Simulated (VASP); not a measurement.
A run of VASP 6.6.1 is set up as follows.

File INCAR:

```
PREC = Accurate ; ENCUT = 520
EDIFF = 1E-7 ; ISMEAR = 0
SIGMA = 0.05 ; LREAL = False
LASPH = True ; NELM = 100
ALGO = Normal ; ISIF = 2
LWAVE = False ; LCHARG = False
GGA = PE ; IVDW = 12
NBANDS = 15
```

Contents of KPOINTS:

```
Automatic mesh
0
Gamma
  6 6 6
```

Contents of POSCAR:

```
BaS
1.0
    0.0000000000      3.1583453949      3.1583453949
    3.1583453949      0.0000000000      3.1583453949
    3.1583453949      3.1583453949      0.0000000000
Ba S
1 1
Direct
    0.5000000000      0.5000000000      0.5000000000
    0.0000000000      0.0000000000      0.0000000000
```

Potentials or basis: VASP PAW PBE potentials, release 64 (Ba_sv, S).

Run with:

```bash
$ cat potpaw_PBE.64/Ba_sv/POTCAR potpaw_PBE.64/S/POTCAR > POTCAR
$ mpirun -np 1 vasp_std > vasp.out
```

Problem. What does it give for the pressure?

Solution. 1.6 GPa.

Problem. What does it give for the band gap on the k mesh?

Solution. 2.05 eV, indirect (least direct gap 2.16 eV).

Caveat: spin-orbit coupling is left out, which moves the levels of the heavy elements. A k mesh can miss the band edges.
